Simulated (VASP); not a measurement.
# BAs (zinc blende) (F-43m) in VASP: vibrations by perturbation theory with PBE

Aim: the vibrations by perturbation theory of BAs (zinc blende) with PBE.

Everything below comes from runs of VASP 6.6.1. Logs are shortened: lines on timing, memory, paths and dates and some standing lists are left out, and cuts for length are marked.

## (1) The cell of the first run

It takes space group F-43m (No. 216, cubic). The conventional cell has a = 4.778 Å, b = 4.778 Å, c = 4.778 Å, α = 90.00°, β = 90.00°, γ = 90.00°. B (site symmetry -43m) has 4 As at 2.07 Å within 2.7 Å. As (site symmetry -43m) has 4 B at 2.07 Å within 2.7 Å.

## (2) Vibrations by perturbation theory, PBE

INCAR reads:

```
ALGO = Normal
EDIFF = 1E-8
ENCUT = 520
GGA = PE
IBRION = 8
ISIF = 2
ISMEAR = 0
LASPH = T
LCHARG = F
LEPSILON = T
LREAL = F
LWAVE = F
NBANDS = 11
NELM = 80
NSW = 1
PREC = Accurate
SIGMA = 0.01
```

KPOINTS reads:

```
k-points
0
Gamma
  12 12 12
```

POSCAR reads:

```
BAs
1.0
    0.0000000000      2.3890000000      2.3890000000
    2.3890000000      0.0000000000      2.3890000000
    2.3890000000      2.3890000000      0.0000000000
B As
1 1
Direct
    0.0000000000      0.0000000000      0.0000000000
    0.2500000000      0.2500000000      0.2500000000
```

Potentials or basis: VASP PAW PBE potentials, release 64 (B, As).

Started as:

```
$ cat potpaw_PBE.64/B/POTCAR potpaw_PBE.64/As/POTCAR > POTCAR
$ mpirun -np 1 vasp_std > vasp.out
```

OUTCAR:

```text
EDIFF = 1E-8
   ENCUT = 520
   GGA = PE
   IBRION = 8
   ISIF = 2
   ISMEAR = 0
   LASPH = T
   LEPSILON = T
   LREAL = F
   NELM = 80
   NSW = 1
   PREC = Accurate

 ion  position               nearest neighbor table
   1  0.000  0.000  0.000-   2 2.07   2 2.07   2 2.07   2 2.07
   2  0.250  0.250  0.250-   1 2.07   1 2.07   1 2.07   1 2.07

  LATTYP: Found a face centered cubic cell.
 ALAT       =     4.7780000000

  Lattice vectors:

 A1 = (   0.0000000000,   2.3890000000,   2.3890000000)
 A2 = (   2.3890000000,   0.0000000000,   2.3890000000)
 A3 = (   2.3890000000,   2.3890000000,   0.0000000000)

Analysis of symmetry for initial positions (statically):
=====================================================================
 Subroutine PRICEL returns:
 Original cell was already a primitive cell.

 Routine SETGRP: Setting up the symmetry group for a
 face centered cubic supercell.

 Subroutine GETGRP returns: Found 24 space group operations
 (whereof 24 operations were pure point group operations)
 out of a pool of 48 trial point group operations.

The static configuration has the point symmetry T_d .

Analysis of symmetry for dynamics (positions and initial velocities):
=====================================================================
 Subroutine PRICEL returns:
 Original cell was already a primitive cell.

 Routine SETGRP: Setting up the symmetry group for a
 face centered cubic supercell.

 Subroutine GETGRP returns: Found 24 space group operations
 (whereof 24 operations were pure point group operations)
 out of a pool of 48 trial point group operations.

The dynamic configuration has the point symmetry T_d .

 Subroutine INISYM returns: Found 24 space group operations
 (whereof 24 operations are pure point group operations),
 and found     1 'primitive' translations

----------------------------------------------------------------------------------------

                                     Primitive cell

  volume of cell :      27.2696

  direct lattice vectors                    reciprocal lattice vectors
     0.000000000  2.389000000  2.389000000    -0.209292591  0.209292591  0.209292591
     2.389000000  0.000000000  2.389000000     0.209292591 -0.209292591  0.209292591
     2.389000000  2.389000000  0.000000000     0.209292591  0.209292591 -0.209292591

  length of vectors
     3.378556201  3.378556201  3.378556201     0.362505401  0.362505401  0.362505401

  position of ions in fractional coordinates (direct lattice)
     0.000000000  0.000000000  0.000000000
     0.250000000  0.250000000  0.250000000

  ion indices of the primitive-cell ions
   primitive index   ion index
                 1           1
                 2           2

----------------------------------------------------------------------------------------

 KPOINTS: k-points

Automatic generation of k-mesh.
 Grid dimensions read from file:
 generate k-points for:   12   12   12

 Generating k-lattice:

  Cartesian coordinates                     Fractional coordinates (reciprocal lattice)
    -0.017441049  0.017441049  0.017441049     0.083333333  0.000000000  0.000000000
[... 486 lines left out ...]
  ---------------------------------------------------
  free energy    TOTEN  =        -0.71657054 eV

  energy without entropy =       -0.71657054

------------------------ aborting loop because EDIFF is reached ----------------------------------------

--------------------------------------- Ionic step        2  -------------------------------------------

------------------------ aborting loop because EDIFF is reached ----------------------------------------

--------------------------------------- Ionic step        3  -------------------------------------------

------------------------ aborting loop because EDIFF is reached ----------------------------------------

 PIEZOELECTRIC TENSOR FIELD DIRECTION 3  (e Angst)
 -----------------------------------------------------------------------------
    -0.00052  0.16664  0.00000           ( -0.00000  0.09809  0.00000)
     0.16664 -0.00052  0.00000           (  0.09809 -0.00000  0.00000)
     0.00000  0.00000  0.00012           (  0.00000  0.00000 -0.00000)

 PIEZOELECTRIC TENSOR FIELD DIRECTION 3  (C/m^2)
 -----------------------------------------------------------------------------
    -0.00030  0.09790  0.00000
     0.09790 -0.00030  0.00000
     0.00000  0.00000  0.00007

--------------------------------------- Ionic step        4  -------------------------------------------

------------------------ aborting loop because EDIFF is reached ----------------------------------------

[... ionic steps 5 to 6 ...]

--------------------------------------- Ionic step        7  -------------------------------------------

 Free energy of the ion-electron system (eV)
  ---------------------------------------------------
  ---------------------------------------------------
  free energy    TOTEN  =        -0.03663948 eV

  energy without entropy =       -0.03663948

------------------------ aborting loop because EDIFF is reached ----------------------------------------

 INTERNAL STRAIN TENSOR  FOR ION    2  DIRECTION 1   (eV/Angst):
 -----------------------------------------------------------------------------
     0.00443  0.00000  0.00000
     0.00000 -0.00033 -7.20255
     0.00000 -7.20255 -0.00033

 MACROSCOPIC STATIC DIELECTRIC TENSOR (including local field effects in DFT)
 ------------------------------------------------------
           9.792382    -0.000000     0.000000
           0.000000     9.792382     0.000000
           0.000000     0.000000     9.792382
 ------------------------------------------------------

 PIEZOELECTRIC TENSOR (including local field effects)  for field in x, y, z        (e  Angst)
          XX          YY          ZZ          XY          YZ          ZX
  --------------------------------------------------------------------------------
  x     0.00000    -0.00000     0.00000     0.00000     0.16240     0.00000
  y    -0.00000    -0.00000    -0.00000     0.00000     0.00000     0.16240
  z     0.00000     0.00000     0.00000     0.16240     0.00000     0.00000

 PIEZOELECTRIC TENSOR (including local field effects)  for field in x, y, z        (C/m^2)
          XX          YY          ZZ          XY          YZ          ZX
  --------------------------------------------------------------------------------
  x     0.00000    -0.00000     0.00000     0.00000     0.09542     0.00000
  y    -0.00000    -0.00000    -0.00000     0.00000     0.00000     0.09542
  z     0.00000     0.00000     0.00000     0.09542     0.00000     0.00000

 BORN EFFECTIVE CHARGES (including local field effects) (in |e|, cummulative output)
 ---------------------------------------------------------------------------------
 ion    1
    1    -0.53115    -0.00000    -0.00000
    2     0.00000    -0.53115     0.00000
    3     0.00000     0.00000    -0.53115
 ion    2
    1     0.53115     0.00000     0.00000
    2     0.00000     0.53115     0.00000
    3     0.00000     0.00000     0.53115

 INTERNAL STRAIN TENSOR FOR ION    2 for displacements in x,y,z  (eV/Angst):
          X           Y           Z          XY          YZ          ZX
  --------------------------------------------------------------------------------
  x     0.00000    -0.00000    -0.00000     0.00000    -7.20255     0.00000
  y     0.00000     0.00000     0.00000     0.00000     0.00000    -7.20255
  z    -0.00000    -0.00000     0.00000    -7.20255     0.00000     0.00000

 SECOND DERIVATIVES (NOT SYMMETRIZED)
 ------------------------------------
               1X          1Y          1Z          2X          2Y          2Z
  1X   -16.805875    0.000000    0.000000   16.805875    0.000000    0.000000
  1Y     0.000000  -16.805875    0.000000    0.000000   16.805875    0.000000
  1Z     0.000000    0.000000  -16.805875    0.000000    0.000000   16.805875
  2X    16.810241    0.000000    0.000000  -16.810241    0.000000    0.000000
  2Y     0.000000   16.810241    0.000000    0.000000  -16.810241    0.000000
  2Z     0.000000    0.000000   16.810241    0.000000    0.000000  -16.810241

 Eigenvectors and eigenvalues of the dynamical matrix
 ----------------------------------------------------

   1 f  =   20.850900 THz   131.010066 2PiTHz  695.511145 cm-1    86.232353 meV
             X         Y         Z           dx          dy          dz
      0.000000  0.000000  0.000000    -0.934810    0.000000    0.000000
      1.194500  1.194500  1.194500     0.355147    0.000000    0.000000
[... 21 lines left out ...]
   6 f/i=    0.000899 THz     0.005649 2PiTHz    0.029990 cm-1     0.003718 meV
             X         Y         Z           dx          dy          dz
      0.000000  0.000000  0.000000     0.000000   -0.197059   -0.295461
      1.194500  1.194500  1.194500     0.000000   -0.518695   -0.777706

--------------------------------------------------------------------------------------------------------

 MACROSCOPIC STATIC DIELECTRIC TENSOR IONIC CONTRIBUTION
 ------------------------------------------------------
           0.111380     0.000000     0.000000
           0.000000     0.111380    -0.000000
           0.000000    -0.000000     0.111380
 ------------------------------------------------------

 ELASTIC MODULI CONTR FROM IONIC RELAXATION (kBar)
 Direction    XX          YY          ZZ          XY          YZ          ZX
 --------------------------------------------------------------------------------
 XX          -0.0000     -0.0000     -0.0000     -0.0000      0.0000      0.0000
 YY          -0.0000     -0.0000     -0.0000     -0.0000     -0.0000     -0.0000
 ZZ          -0.0000     -0.0000     -0.0000     -0.0000     -0.0000      0.0000
 XY          -0.0000     -0.0000     -0.0000   -189.9171      0.0000      0.0000
 YZ           0.0000     -0.0000     -0.0000      0.0000   -189.9171      0.0000
 ZX           0.0000     -0.0000      0.0000      0.0000      0.0000   -189.9171
 --------------------------------------------------------------------------------

 PIEZOELECTRIC TENSOR IONIC CONTR  for field in x, y, z        (C/m^2)
          XX          YY          ZZ          XY          YZ          ZX
  --------------------------------------------------------------------------------
  x    -0.00000    -0.00000    -0.00000    -0.00000    -0.13685    -0.00000
  y     0.00000    -0.00000     0.00000     0.00000     0.00000    -0.13685
  z    -0.00000    -0.00000    -0.00000    -0.13685     0.00000     0.00000
```

Wall time 6.4 min (1 thread of Intel Xeon Platinum 8488C (Sapphire Rapids), shared host); peak memory 0.35 GiB.

What came out:

```
Electronic dielectric tensor (diagonal)                 : 9.79
Born charges (mean of the diagonal)                     : B -0.53; As +0.53 e
Highest phonon frequency at Γ, LO-TO splitting left out : 696 cm⁻¹
```

Phonon frequencies in cm⁻¹ (negative: imaginary):
```csv
q point,frequencies
"(0.000, 0.000, 0.000)",0 0 0 696 696 696
```

Electronic dielectric tensor:
```
9.79 0.00 0.00
0.00 9.79 0.00
0.00 0.00 9.79
```

Born effective charge tensors (e):
atom 1, B
```
-0.53  0.00  0.00
 0.00 -0.53  0.00
 0.00  0.00 -0.53
```
atom 2, As
```
0.53 0.00 0.00
0.00 0.53 0.00
0.00 0.00 0.53
```

Caveat: the cell wasn't relaxed at this level first, which shifts response properties.
